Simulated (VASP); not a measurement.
Runs of VASP 6.6.1 on AlN. The structure is that of space group P6_3mc (No. 186), or close to it. The cells are those of the table. 

```tsv
cell	gap on the mesh (eV)	pressure (GPa)	largest force (eV/Å)
a = 3.005, b = 3.005, c = 5.419 Å, angles 90.0, 90.0, 120.0°, 4 atoms	3.64	5.0	0.74
a = 3.005, b = 3.005, c = 5.219 Å, angles 90.0, 90.0, 120.0°, 4 atoms	4.27	11.1	0.77
a = 3.130, b = 3.130, c = 4.617 Å, angles 90.0, 90.0, 120.0°, 4 atoms	(a)	20.0	(b)
a = 3.130, b = 3.130, c = 4.817 Å, angles 90.0, 90.0, 120.0°, 4 atoms	4.29	8.4	(c)
a = 3.005, b = 3.005, c = 4.617 Å, angles 90.0, 90.0, 120.0°, 4 atoms	5.14	43.9	1.16
```

Alike in all rows: task single point; level PBE; potentials or basis VASP PAW PBE potentials, release 64 (Al, N); no spin polarisation; k mesh 12 × 12 × 6; cutoff (eV) 520; smearing gaussian 0.05 eV.

Task: Fill in the values left out.

Result: (a) 4.51; (b) 1.82; (c) 0.65.

Caveats: forces of over 1 eV/Å act on the atoms, so gaps and moduli don't describe the material at rest (some runs).

A k mesh can miss the band edges.
